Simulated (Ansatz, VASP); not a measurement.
# TaSi2 in VASP and in Ansatz

```xyz
3
Lattice="0.0000 2.9050 2.9050 2.9050 0.0000 2.9050 2.9050 2.9050 0.0000" Properties=species:S:1:pos:R:3 pbc="T T T"
Ta    1.4525    1.4525    1.4525
Si    4.3574    4.3574    4.3574
Si    2.9050    2.9050    2.9050
```

Alike in both runs: task relaxation of cell and atoms; functional PBE; k mesh 6 × 6 × 6; occupations gaussian, width 0.1 eV; no spin polarisation.

|  | VASP | Ansatz |
| --- | --- | --- |
| version | VASP 6.6.1 | Ansatz 0.2.0 |
| potentials or method | VASP PAW PBE potentials, release 64 (Ta_pv, Si), cutoff 600 eV | scalar-relativistic, plane waves, PAW |
| valence electrons in the cell | 19 | 21 |

Ansatz gave:

```
gap on the k mesh at the Fermi level, each at its own relaxed structure (eV) : none
relaxed volume (Å³/atom)                                                     : 17.28
relaxed cell length with the largest relative difference (Å)                 : 4.185
```

Question: Estimate VASP's values.

Answer: gap on the k mesh at the Fermi level, each at its own relaxed structure (eV): none; relaxed volume (Å³/atom): 17.25; relaxed cell length with the largest relative difference (Å): 4.183.

A gap of «none» marks a metal or a gap that the smearing closes. VASP's potentials hold 19 valence electrons a cell and Ansatz's 21, so a difference there can come from the potentials and not from the codes.

Neither program's run includes spin-orbit coupling. Noted on VASP's run: too few bands were computed for a metal, which touches its energy and stress.
